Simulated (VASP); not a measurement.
# Si16H8Cl in VASP: single point with PBE+D3(BJ)

Aim: the single point of Si16H8Cl with PBE+D3(BJ).

Everything below comes from runs of VASP 6.6.1. Logs are shortened: lines on timing, memory, paths and dates and some standing lists are left out, and cuts for length are marked.

## 1. The cell of the first run

The cell holds a slab with vacuum, 25 atoms: a = 7.679 Å, b = 7.679 Å, c = 17.869 Å, α = 90.00°, β = 90.00°, γ = 60.00°.

## 2. Single point, PBE+D3(BJ), collinear spin

INCAR

```
SYSTEM = Si16H8Cl
ALGO = Normal
EDIFF = 1E-6
ENCUT = 520
GGA = PE
ISIF = 2
ISMEAR = -1
ISPIN = 2
IVDW = 12
LASPH = .True.
LCHARG = .False.
LORBIT = 11
LREAL = Auto
LWAVE = .False.
MAGMOM = 0 0 0 0 0 0 0 0 0 0 0 0 0 0 0 0 0 0 0 0 0.19 0 0 0 0
NBANDS = 62
NELM = 150
PREC = Accurate
SIGMA = 0.02
```

KPOINTS

```
k-points
0
Gamma
  2 2 1
  0 0 0
```

POSCAR

```
Si16H8Cl
1.0
    7.6791800000      0.0000000000      0.0000000000
    3.8395900000      6.6503650000      0.0000000000
    0.0000000000      0.0000000000     17.8687650000
H Si Cl
8 16 1
Direct
    0.1666666792      0.1666666416      0.0559635767
    0.6666666792      0.1666666416      0.0559635767
    0.1666666416      0.6666667168      0.0559635767
    0.6666666416      0.6666667168      0.0559635767
    0.4997487864     -0.0005013259      0.4408114383
   -0.0007340475      0.4970006909      0.4405104102
    0.5084627868      0.4945665388      0.4388379947
    0.3226377575      0.5930173757      0.5024601308
    0.1666666792      0.1666666416      0.1399088857
    0.6666666792      0.1666666416      0.1399088857
    0.1666666416      0.6666667168      0.1399088857
    0.6666666416      0.6666667168      0.1399088857
   -0.1666950112      0.3334311726      0.1818533066
    0.3333494730      0.3332599038      0.1823607843
   -0.1667747690      0.8331312642      0.1823837853
    0.3336494788      0.8331344219      0.1822303892
   -0.1641776059      0.3313081312      0.3130399891
    0.3330794188      0.3319016325      0.3136099221
   -0.1666187657      0.8314740619      0.3138567215
    0.3344446351      0.8328114322      0.3136856408
    0.0006480866     -0.0019241049      0.3522374378
    0.5006390050     -0.0006756020      0.3567744049
    0.0003599519      0.4985781983      0.3566133418
    0.5019312987      0.4977925272      0.3541737216
    0.1750278049      0.6798957651      0.5500649877
```

Potentials or basis: VASP PAW PBE potentials, release 64 (H, Si, Cl).

On the command line:

```bash
cat potpaw_PBE.64/H/POTCAR potpaw_PBE.64/Si/POTCAR potpaw_PBE.64/Cl/POTCAR > POTCAR
mpirun -np 1 vasp_std > vasp.out
```

OUTCAR:

```text
SYSTEM = Si16H8Cl
   EDIFF = 1E-6
   ENCUT = 520
   GGA = PE
   ISIF = 2
   ISMEAR = -1
   ISPIN = 2
   IVDW = 12
   LASPH = .True.
   LORBIT = 11
   LREAL = Auto
   NELM = 150
   PREC = Accurate
 IVDW          = 12

 ion  position               nearest neighbor table
   1  0.167  0.167  0.056-   9 1.50
   2  0.667  0.167  0.056-  10 1.50
   3  0.167  0.667  0.056-  11 1.50
   4  0.667  0.667  0.056-  12 1.50
   5  0.500  0.999  0.441-  22 1.50
   6  0.999  0.497  0.441-  23 1.50
   7  0.508  0.495  0.439-  24 1.51
   8  0.323  0.593  0.502-  25 1.30
   9  0.167  0.167  0.140-   1 1.50  13 2.34  14 2.34  16 2.34
  10  0.667  0.167  0.140-   2 1.50  13 2.34  14 2.34  15 2.34
  11  0.167  0.667  0.140-   3 1.50  16 2.34  14 2.34  15 2.34
  12  0.667  0.667  0.140-   4 1.50  13 2.34  16 2.34  15 2.34
  13  0.833  0.333  0.182-  12 2.34   9 2.34  10 2.34  17 2.34
  14  0.333  0.333  0.182-   9 2.34  10 2.34  11 2.34  18 2.35
  15  0.833  0.833  0.182-  12 2.34  11 2.34  10 2.34  19 2.35
  16  0.334  0.833  0.182-  12 2.34  11 2.34   9 2.34  20 2.35
  17  0.836  0.331  0.313-  21 2.32  24 2.34  23 2.34  13 2.34
  18  0.333  0.332  0.314-  24 2.34  23 2.34  22 2.34  14 2.35
  19  0.833  0.831  0.314-  21 2.32  22 2.34  23 2.34  15 2.35
  20  0.334  0.833  0.314-  21 2.32  24 2.34  22 2.34  16 2.35
  21  0.001  0.998  0.352-  19 2.32  17 2.32  20 2.32
  22  0.501  0.999  0.357-   5 1.50  19 2.34  18 2.34  20 2.34
  23  0.000  0.499  0.357-   6 1.50  17 2.34  19 2.34  18 2.34
  24  0.502  0.498  0.354-   7 1.51  17 2.34  18 2.34  20 2.34
  25  0.175  0.680  0.550-   8 1.30

  LATTYP: Found a hexagonal cell.
 ALAT       =     7.6791800344
 C/A-ratio  =     2.3269105451

  Lattice vectors:

 A1 = (  -3.8395900000,  -6.6503650000,   0.0000000000)
 A2 = (   7.6791800000,   0.0000000000,   0.0000000000)
 A3 = (   0.0000000000,   0.0000000000,  17.8687650000)

Analysis of symmetry for initial positions (statically):
=====================================================================
 Subroutine PRICEL returns:
 Original cell was already a primitive cell.

 Routine SETGRP: Setting up the symmetry group for a
 hexagonal supercell.

 Subroutine GETGRP returns: Found  1 space group operations
 (whereof  1 operations were pure point group operations)
 out of a pool of 24 trial point group operations.

The static configuration has the point symmetry C_1 .

Analysis of symmetry for dynamics (positions and initial velocities):
=====================================================================
 Subroutine PRICEL returns:
 Original cell was already a primitive cell.

 Routine SETGRP: Setting up the symmetry group for a
 hexagonal supercell.

 Subroutine GETGRP returns: Found  1 space group operations
 (whereof  1 operations were pure point group operations)
 out of a pool of 24 trial point group operations.

The dynamic configuration has the point symmetry C_1 .

Analysis of structural, dynamic, and magnetic symmetry:
=====================================================================
 Subroutine PRICEL returns:
 Original cell was already a primitive cell.

 Routine SETGRP: Setting up the symmetry group for a
 hexagonal supercell.

 Subroutine GETGRP returns: Found  1 space group operations
 (whereof  1 operations were pure point group operations)
 out of a pool of 24 trial point group operations.

The overall configuration has the point symmetry C_1 .

 Subroutine INISYM returns: Found  1 space group operations
 (whereof  1 operations are pure point group operations),
 and found     1 'primitive' translations

----------------------------------------------------------------------------------------

                                     Primitive cell

  volume of cell :     912.5462

  direct lattice vectors                    reciprocal lattice vectors
     7.679180000  0.000000000  0.000000000     0.130222237 -0.075183843  0.000000000
     3.839590000  6.650365000  0.000000000     0.000000000  0.150367687  0.000000000
     0.000000000  0.000000000 17.868765000     0.000000000  0.000000000  0.055963577

  length of vectors
     7.679180000  7.679180034 17.868765000     0.150367687  0.150367687  0.055963577

  position of ions in fractional coordinates (direct lattice)
     0.166666679  0.166666642  0.055963577
     0.666666679  0.166666642  0.055963577
     0.166666642  0.666666717  0.055963577
     0.666666642  0.666666717  0.055963577
     0.499748786  0.999498674  0.440811438
     0.999265952  0.497000691  0.440510410
[... 17 lines left out ...]
     0.501931299  0.497792527  0.354173722
     0.175027805  0.679895765  0.550064988

[... 42 lines left out ...]

  Length of vectors
     0.075183844  0.075183843  0.055963577

  Shift w.r.t. Gamma in fractional coordinates (k-lattice)
     0.000000000  0.000000000  0.000000000

 Subroutine IBZKPT returns following result:
 ===========================================

 Found      4 irreducible k-points:

 Following reciprocal coordinates:
            Coordinates               Weight
  0.000000  0.000000  0.000000      1.000000
  0.500000  0.000000  0.000000      1.000000
  0.500000  0.500000  0.000000      1.000000
  0.000000  0.500000  0.000000      1.000000
   k-points           NKPTS =      4   k-points in BZ     NKDIM =      4   number of bands    NBANDS=     62
   number of dos      NEDOS =    301   number of ions     NIONS =     25
   total plane-waves  NPLWV = 504000
   dimension x,y,z NGX =    60 NGY =   60 NGZ =  140
   dimension x,y,z NGXF=   120 NGYF=  120 NGZF=  280
   ions per type =               8  16   1
   NGX,Y,Z   is equivalent  to a cutoff of  12.99, 12.99, 13.03 a.u.
   NGXF,Y,Z  is equivalent  to a cutoff of  25.98, 25.98, 26.05 a.u.
 SYSTEM =  Si16H8Cl
   PREC   = accura    normal or accurate (medium, high low for compatibility)
   ISTART =      0    job   : 0-new  1-cont  2-samecut
   ICHARG =      2    charge: 1-file 2-atom 10-const
   ISPIN  =      2    spin polarized calculation?
   LNONCOLLINEAR =      F non collinear calculations
   LSORBIT =      F    spin-orbit coupling
   LASPH  =      T    aspherical Exc in radial PAW
   ENCUT  =  520.0 eV  38.22 Ry    6.18 a.u.  14.28 14.28 33.22*2*pi/ulx,y,z
   NELM   =    150;   NELMIN=  2; NELMDL= -5     # of ELM steps
   EDIFF  = 0.1E-05   stopping-criterion for ELM
   LREAL  =      T    real-space projection
   EDIFFG = 0.1E-04   stopping-criterion for IOM
   NSW    =      0    number of steps for IOM
   IBRION =     -1    ionic relax: 0-MD 1-quasi-New 2-CG
   NFREE  =      0    steps in history (QN), initial steepest desc. (CG)
   ISIF   =      2    stress and relaxation
   ISYM   =      2    0-nonsym 1-usesym 2-fastsym
   POTIM  = 0.5000    time-step for ionic-motion
   TEBEG  =    0.0;   TEEND  =   0.0 temperature during run
   PSTRESS=    0.0 pullay stress
   NELECT =      79.0000    total number of electrons
   NUPDOWN=      -1.0000    fix difference up-down
   EMIN   =  10.00;   EMAX   =-10.00  energy-range for DOS
   EFERMI =   0.00;   METHOD = LEGACY
   ISMEAR =    -1;   SIGMA  =   0.02  broadening in eV -4-tet -1-fermi 0-gaus
   EFERMI_NEDOS =   21; number of points for ismear=-14 and -15
   IALGO  =     38    algorithm
   IMIX   =      4    mixing-type and parameters
     AMIX     =   0.40;   BMIX     =  1.00
     AMIX_MAG =   1.60;   BMIX_MAG =  1.00
  volume/ion in A,a.u.               =      36.50       246.33
  Fermi-wavevector in a.u.,A,eV,Ry     =   0.724212  1.368562  7.136020  0.524483
  Thomas-Fermi vector in A             =   1.814624
   LORBIT       =     11    0 simple, 1 ext, 2 COOP (PROOUT), +10 PAW based schemes
   GGA     = PE    functional components
   LHFCALC =     F    Hartree Fock is set to
   AEXX    =    0.0000 exact exchange contribution
   IVDW    =    12    specifies the selected vdW correction
   LEPSILON=     F    determine dielectric tensor
   LRPA    =     F    only Hartree local field effects (RPA)
 spin polarized calculation
  energy-cutoff  :      520.00
  volume of cell :      912.55
 maximum number of plane-waves:     24625
 NGX is ok and might be reduce to    60
   NGX = 29   NGY = 29   NGZ = 67

 number of electron      79.0000006 magnetization       1.0000823

 Free energy of the ion-electron system (eV)
  ---------------------------------------------------
  ext. energy  EPLUGINS =         0.00000000
  ---------------------------------------------------
  free energy    TOTEN  =      -113.97603595 eV

  energy without entropy =     -113.97603594  energy(sigma->0) =     -113.97603594

 E-fermi :  -0.6330     XC(G=0):  -4.7019

 val. band max:       -1.0194679932   @ k =   0.5000   0.0000   0.0000
 cond. band min:      -0.2783758457   @ k =   0.0000   0.0000   0.0000
 fundamental gap:      0.7410921475
 Fermi energy:        -0.6329865499

 spin component 1

 k-point     1 :       0.0000    0.0000    0.0000
  band No.  band energies     occupation
      1     -16.9163      1.00000
      2     -12.3322      1.00000
      3     -11.2004      1.00000
      4     -10.1534      1.00000
      5     -10.1421      1.00000
      6     -10.1187      1.00000
[... 205 lines left out ...]
     50       2.9017      0.00000
     51       2.9240      0.00000
 Fermi energy:        -0.6329865499

 spin component 2

 k-point     1 :       0.0000    0.0000    0.0000
  band No.  band energies     occupation
      1     -16.9093      1.00000
      2     -12.2895      1.00000
      3     -11.1692      1.00000
      4     -10.1210      1.00000
      5     -10.1094      1.00000
      6     -10.0631      1.00000
[... 205 lines left out ...]
     50       2.9330      0.00000
     51       2.9847      0.00000
 [bands above 51 left out]

------------------------ aborting loop because EDIFF is reached ----------------------------------------

 Edisp (eV)   -4.05522

 E8    (eV) :    -1.6840

  FORCE on cell =-STRESS in cart. coord.  units (eV):
  Direction    XX          YY          ZZ          XY          YZ          ZX
  --------------------------------------------------------------------------------------
  -------------------------------------------------------------------------------------
  Total       2.71741     2.56482    -0.19652     0.03301     0.24729     0.04729
  in kB       4.77102     4.50311    -0.34504     0.05795     0.43416     0.08303
  external pressure =        2.98 kB  Pullay stress =        0.00 kB

 VOLUME and BASIS-vectors are now :
 -----------------------------------------------------------------------------
  energy-cutoff  :      520.00
  volume of cell :      912.55
      direct lattice vectors                 reciprocal lattice vectors
     7.679180000  0.000000000  0.000000000     0.130222237 -0.075183843  0.000000000
     3.839590000  6.650365000  0.000000000     0.000000000  0.150367687  0.000000000
     0.000000000  0.000000000 17.868765000     0.000000000  0.000000000  0.055963577

 POSITION                                       TOTAL-FORCE (eV/Angst)
 -----------------------------------------------------------------------------------
      1.91979      1.10839      1.00000         0.006335     -0.009428     -0.035128
      5.75938      1.10839      1.00000        -0.005436     -0.007167     -0.034433
      3.83959      4.43358      1.00000         0.000999     -0.000157     -0.032211
      7.67918      4.43358      1.00000        -0.000982      0.002668     -0.068589
      7.67533      6.64703      7.87676         0.001777      0.000573     -0.005215
      9.58182      3.30524      7.87138        -0.003363     -0.001948     -0.007606
[... 17 lines left out ...]
      5.76574      3.31050      6.32865        -0.001785      0.001714      0.010977
      3.95459      4.52155      9.82898         0.069124     -0.019913     -0.076067
 -----------------------------------------------------------------------------------
    total drift:                               -0.000457      0.009885     -0.012216

  FREE ENERGIE OF THE ION-ELECTRON SYSTEM (eV)
  ---------------------------------------------------
  free  energy   TOTEN  =      -118.0312600228 eV

  energy  without entropy=     -118.0312600189  energy(sigma->0) =     -118.03126002

 total charge

# of ion       s       p       d       tot
------------------------------------------
    1        0.558   0.014   0.000   0.572
    2        0.558   0.014   0.000   0.572
    3        0.558   0.014   0.000   0.572
    4        0.558   0.014   0.000   0.572
    5        0.557   0.014   0.000   0.570
    6        0.556   0.014   0.000   0.570
[... 17 lines left out ...]
   24        0.738   0.972   0.000   1.710
   25        1.599   3.551   0.000   5.150
--------------------------------------------------
tot         17.886  19.188   0.000  37.074

 magnetization (x)

# of ion       s       p       d       tot
------------------------------------------
    1        0.001  -0.000   0.000   0.001
    2        0.001  -0.000   0.000   0.001
    3        0.001  -0.000   0.000   0.001
    4        0.007   0.000   0.000   0.007
    5       -0.000   0.000   0.000  -0.000
    6       -0.000   0.000   0.000  -0.000
[... 17 lines left out ...]
   24        0.001   0.001   0.000   0.002
   25        0.000   0.006   0.000   0.006
--------------------------------------------------
tot          0.065   0.278   0.000   0.343
```

It took 14 min on 1 thread of AMD EPYC 9R45 (Zen 5), shared host; peak memory 1.4 GiB.

What came out:

```yaml
Free_energy: -118.0313 eV
Largest_force: 0.119 eV/Å
Band_gap_on_the_k_mesh: 0.74 eV
Net_moment: 1.00 μB per cell
Site_moments: H +0.00, +0.01, -0.00 (each value once); Si -0.00, +0.03, +0.02, +0.00, +0.24 (each value once); Cl +0.01 μB
Valence_electrons_inside_the_program's_atomic_spheres: H 0.57, 0.58 (each value once); Si 1.72, 1.71, 1.67 (each value once); Cl 5.15
Dispersion_energy_per_atom: -0.162 eV
```

Forces in eV/Å, atoms in the order of the input:
```
H    0.006 -0.009 -0.035
H   -0.005 -0.007 -0.034
H    0.001  0.000 -0.032
H   -0.001  0.003 -0.069
H    0.002  0.001 -0.005
H   -0.003 -0.002 -0.008
H    0.006 -0.006 -0.021
H   -0.072  0.064  0.070
Si   0.006 -0.011  0.063
Si  -0.006 -0.023  0.080
Si  -0.010  0.004  0.101
Si   0.011  0.008 -0.048
Si  -0.001  0.000  0.006
Si   0.002  0.001 -0.001
Si   0.001  0.000  0.000
Si  -0.001 -0.004  0.000
Si   0.001  0.002 -0.018
Si  -0.001  0.002  0.002
Si   0.001 -0.001  0.000
Si  -0.001 -0.001  0.011
Si   0.001  0.003  0.000
Si  -0.001 -0.003 -0.002
Si  -0.001 -0.002  0.004
Si  -0.002  0.002  0.011
Cl   0.069 -0.020 -0.076
```

Levels at points of the mesh, in eV from the valence-band top:
Spin up:
| k point | band 37 | band 38 | band 39 | band 40 | band 41 | band 42 | band 43 | band 44 |
| --- | --- | --- | --- | --- | --- | --- | --- | --- |
| (0.00, 0.00, 0.00) | -0.67 | -0.15 | -0.03 | -0.03 | 1.35 | 1.37 | 1.39 | 1.99 |
| (0.50, 0.00, 0.00) | -1.64 | -0.81 | -0.80 | 0.00 | 1.84 | 1.92 | 2.65 | 2.66 |
| (0.50, 0.50, 0.00) | -1.62 | -0.83 | -0.79 | 0.00 | 1.86 | 1.90 | 2.63 | 2.66 |
| (0.00, 0.50, 0.00) | -1.65 | -0.81 | -0.80 | -0.01 | 1.83 | 1.92 | 2.64 | 2.65 |
Spin down:
```
           k point  band 36  band 37  band 38  band 39  band 40  band 41  band 42  band 43
(0.00, 0.00, 0.00)    -0.65    -0.64     0.00     0.00     0.74     1.38     1.41     1.43
(0.50, 0.00, 0.00)    -1.63    -1.60    -0.80    -0.76     0.93     1.86     2.02     2.67
(0.50, 0.50, 0.00)    -1.62    -1.61    -0.78    -0.77     0.93     1.89     1.99     2.67
(0.00, 0.50, 0.00)    -1.64    -1.60    -0.80    -0.76     0.93     1.85     2.02     2.67
```

Caveat: the k points lie up to 0.47 Å⁻¹ apart; there is no dipole correction, which matters where the two faces differ.
